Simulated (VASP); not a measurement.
# AlRu (Pm-3m) in VASP: further runs, part 2 of 2

VASP 6.6.1. The steps go on from the part before.

**6. Relaxation of cell and atoms, LDA**

This run uses another cell than the first one, of 12.89 Å³/atom, 0.963 times its volume.

File INCAR:

```
SYSTEM = AlRu
PREC = Accurate
ENCUT = 600
EDIFF = 1E-7
ISMEAR = 0
SIGMA = 0.1
LREAL = .FALSE.
LASPH = .TRUE.
NELM = 60
ALGO = Normal
ISIF = 3
LWAVE = .FALSE.
LCHARG = .FALSE.
IBRION = 2
NSW = 100
EDIFFG = -0.005
```

File KPOINTS:

```
regular mesh
0
G
  14 14 14
  0 0 0
```

File POSCAR:

```
AlRu
1.0
    2.9542402669      0.0000000000      0.0000000000
    0.0000000000      2.9542402669      0.0000000000
    0.0000000000      0.0000000000      2.9542402669
Al Ru
1 1
Direct
    0.0000000000      0.0000000000      0.0000000000
    0.5000000000      0.5000000000      0.5000000000
```

Potentials or basis: VASP PAW LDA potentials, release 64 (Al, Ru_pv).

The run is started by

```console
$ cat potpaw_LDA.64/Al/POTCAR potpaw_LDA.64/Ru_pv/POTCAR > POTCAR
$ mpirun -np 1 vasp_std > vasp.out
```

OUTCAR:

```text
SYSTEM = AlRu
   PREC = Accurate
   ENCUT = 600
   EDIFF = 1E-7
   ISMEAR = 0
   LREAL = .FALSE.
   LASPH = .TRUE.
   NELM = 60
   ISIF = 3
   IBRION = 2
   NSW = 100
   EDIFFG = -0.005

 ion  position               nearest neighbor table
   1  0.000  0.000  0.000-   2 2.56   2 2.56   2 2.56   2 2.56   2 2.56   2 2.56   2 2.56   2 2.56

   2  0.500  0.500  0.500-   1 2.56   1 2.56   1 2.56   1 2.56   1 2.56   1 2.56   1 2.56   1 2.56

  LATTYP: Found a simple cubic cell.
 ALAT       =     2.9542402669

  Lattice vectors:

 A1 = (   2.9542402669,   0.0000000000,   0.0000000000)
 A2 = (   0.0000000000,   2.9542402669,   0.0000000000)
 A3 = (   0.0000000000,   0.0000000000,   2.9542402669)

Analysis of symmetry for initial positions (statically):
=====================================================================
 Subroutine PRICEL returns:
 Original cell was already a primitive cell.

 Routine SETGRP: Setting up the symmetry group for a
 simple cubic supercell.

 Subroutine GETGRP returns: Found 48 space group operations
 (whereof 48 operations were pure point group operations)
 out of a pool of 48 trial point group operations.

The static configuration has the point symmetry O_h .

Analysis of symmetry for dynamics (positions and initial velocities):
=====================================================================
 Subroutine PRICEL returns:
 Original cell was already a primitive cell.

 Routine SETGRP: Setting up the symmetry group for a
 simple cubic supercell.

 Subroutine GETGRP returns: Found 48 space group operations
 (whereof 48 operations were pure point group operations)
 out of a pool of 48 trial point group operations.

The dynamic configuration has the point symmetry O_h .

 Subroutine INISYM returns: Found 48 space group operations
 (whereof 48 operations are pure point group operations),
 and found     1 'primitive' translations
[... 127 lines left out ...]
 non-spin polarized calculation
 Gauss-broadening in eV      SIGMA  =   0.10
  energy-cutoff  :      600.00
  volume of cell :       25.78
 maximum number of plane-waves:       912
 NGX is ok and might be reduce to    24
   NGX = 11   NGY = 11   NGZ = 11

--------------------------------------- Ionic step        1  -------------------------------------------

 number of electron      16.9999998 magnetization

 Free energy of the ion-electron system (eV)
  ---------------------------------------------------
  ext. energy  EPLUGINS =         0.00000000
  ---------------------------------------------------
  free energy    TOTEN  =       -16.18137288 eV

  energy without entropy =      -16.17236680  energy(sigma->0) =      -16.17686984

------------------------ aborting loop because EDIFF is reached ----------------------------------------

  FORCE on cell =-STRESS in cart. coord.  units (eV):
  Direction    XX          YY          ZZ          XY          YZ          ZX
  --------------------------------------------------------------------------------------
  -------------------------------------------------------------------------------------
  Total        0.0785519      0.0785519      0.0785519     -0.0000000     -0.0000000      0.0000000
  in kB        4.8812390      4.8812390      4.8812390     -0.0000000     -0.0000000      0.0000000
  external PRESSURE =       4.8812390 kB  Pullay stress =       0.0000000 kB
[... 59 lines left out ...]
--------------------------------------- Ionic step        3  -------------------------------------------

 number of electron      16.9999998 magnetization

 Free energy of the ion-electron system (eV)
  ---------------------------------------------------
  ext. energy  EPLUGINS =         0.00000000
  ---------------------------------------------------
  free energy    TOTEN  =       -16.18145333 eV

  energy without entropy =      -16.17242114  energy(sigma->0) =      -16.17693723

 E-fermi :  11.0244     XC(G=0): -12.9767

 val. band max:       11.0074768977   @ k =   0.0714   0.0714   0.0714
 cond. band min:      11.0295387742   @ k =   0.5000   0.2857   0.1429
 fundamental gap:      0.0220618764
 Fermi energy:        11.0244418345

 k-point     1 :       0.0000    0.0000    0.0000
  band No.  band energies     occupation
      1     -30.5523      2.00000
      2     -30.5523      2.00000
      3     -30.5523      2.00000
      4       1.1575      2.00000
      5       7.2372      2.00000
      6       7.2372      2.00000
      7      11.2246      0.00464
      8      11.2246      0.00464
      9      11.2246      0.00464
     10      17.2229      0.00000
     11      17.2229      0.00000
     12      17.2229      0.00000
[... 331 lines left out ...]
 k-point    24 :       0.3571    0.2143    0.0000
  band No.  band energies     occupation
      1     -30.7394      2.00000
      2     -30.6277      2.00000
      3     -30.5271      2.00000
      4       4.0747      2.00000
      5       6.9473      2.00000
      6       8.3375      2.00000
      7       9.3281      2.00000
      8       9.7740      2.00000
      9      10.6702      2.00000
     10      13.7865      0.00000
     11      17.5837      0.00000
     12      20.0602      0.00000

 [... further k-points ...]
[... 5 lines left out ...]
  --------------------------------------------------------------------------------------
  -------------------------------------------------------------------------------------
  Total       -0.0002148     -0.0002148     -0.0002148     -0.0000000     -0.0000000      0.0000000
  in kB       -0.0133228     -0.0133228     -0.0133228     -0.0000000     -0.0000000      0.0000000
  external PRESSURE =      -0.0133228 kB  Pullay stress =       0.0000000 kB
[... 17 lines left out ...]
  FREE ENERGIE OF THE ION-ELECTRON SYSTEM (eV)
  ---------------------------------------------------
  free  energy   TOTEN  =       -16.1814533297 eV

  energy  without entropy=      -16.1724211401  energy(sigma->0) =      -16.17693723

 reached required accuracy - stopping structural energy minimisation
```

OSZICAR:

```text
N       E                     dE             d eps       ncg     rms          rms(c)
DAV:   1     0.126308974698E+03    0.12631E+03   -0.10512E+04  2920   0.149E+03
DAV:   2    -0.142551583677E+02   -0.14056E+03   -0.13502E+03  3052   0.376E+02
DAV:   3    -0.168612515458E+02   -0.26061E+01   -0.25512E+01  3416   0.522E+01
[... 22 lines left out ...]
DAV:   3    -0.161814603262E+02    0.48636E-03   -0.16083E-03  3016   0.478E-01    0.509E-02
DAV:   4    -0.161814523270E+02    0.79993E-05   -0.13604E-04  3000   0.903E-02    0.115E-02
DAV:   5    -0.161814530114E+02   -0.68440E-06   -0.38157E-06  3448   0.190E-02    0.980E-03
DAV:   6    -0.161814533398E+02   -0.32842E-06   -0.13755E-06  3160   0.120E-02    0.728E-04
DAV:   7    -0.161814533297E+02    0.10074E-07   -0.48704E-08  1900   0.216E-03
   3 F= -.16181453E+02 E0= -.16176937E+02  d E =-.804526E-04
```

Run time: 74 s. Hardware: 1 thread of Intel Xeon 8259CL, shared host; peak memory 0.17 GiB.

Results:

| Property | Result |
| --- | --- |
| Free energy | -16.1815 eV |
| Relaxed volume | 12.92 Å³/atom |
| Relaxed cell | a = 2.956 Å, b = 2.956 Å, c = 2.956 Å, α = 90.00°, β = 90.00°, γ = 90.00° |
| Space group after relaxing (to 0.05 Å) | Pm-3m (No. 221) |
| Energy gained by relaxing | 0.0 meV/atom |
| Ionic steps | 3 |
| Pressure after relaxing | 0.0 GPa |

Final structure:
```xyz
2
Lattice="2.9563 0.0000 0.0000 0.0000 2.9563 0.0000 0.0000 0.0000 2.9563" Properties=species:S:1:pos:R:3 pbc="T T T"
Al    0.0000    0.0000    0.0000
Ru    1.4781    1.4781    1.4781
```

Levels at points of the mesh, in eV from the Fermi level:
| k point | band 6 | band 7 | band 8 | band 9 | band 10 | band 11 | band 12 |
| --- | --- | --- | --- | --- | --- | --- | --- |
| (0.00, 0.00, 0.00) | -3.79 | 0.20 | 0.20 | 0.20 | 6.20 | 6.20 | 6.20 |
| (0.50, 0.00, 0.00) | -2.95 | -1.68 | -1.68 | 0.47 | 2.40 | 7.48 | 11.17 |
| (0.50, 0.50, 0.00) | -1.36 | -1.36 | -1.23 | -1.23 | 1.61 | 5.51 | 6.60 |
| (0.50, 0.50, 0.50) | -4.83 | 1.71 | 1.71 | 2.70 | 4.22 | 4.22 | 4.22 |

**7. Summary**

```tsv
task	cell	k mesh	cutoff (eV)	smearing	gap on the mesh (eV)	pressure (GPa)
single point	a = 2.992 Å, 2 atoms	6 × 6 × 6	520	gaussian 0.1 eV	none	-7.7
single point	a = 2.954 Å, 2 atoms	12 × 12 × 12	520	gaussian 0.15 eV	none	0.5
single point	a = 2.954 Å, 2 atoms	14 × 14 × 14	520	gaussian 0.1 eV	none	0.6
single point	a = 2.954, b = 2.954, c = 5.908 Å, 4 atoms	12 × 12 × 6	520	gaussian 0.15 eV	none	0.6
relaxation of cell and atoms	relaxed from a = 2.954 Å, 2 atoms	14 × 14 × 14	600	gaussian 0.1 eV	none	0.0
```

Alike in all rows: level LDA; potentials or basis VASP PAW LDA potentials, release 64 (Al, Ru_pv); no spin polarisation.

Absolute energies hang on the potentials; compare differences alone.
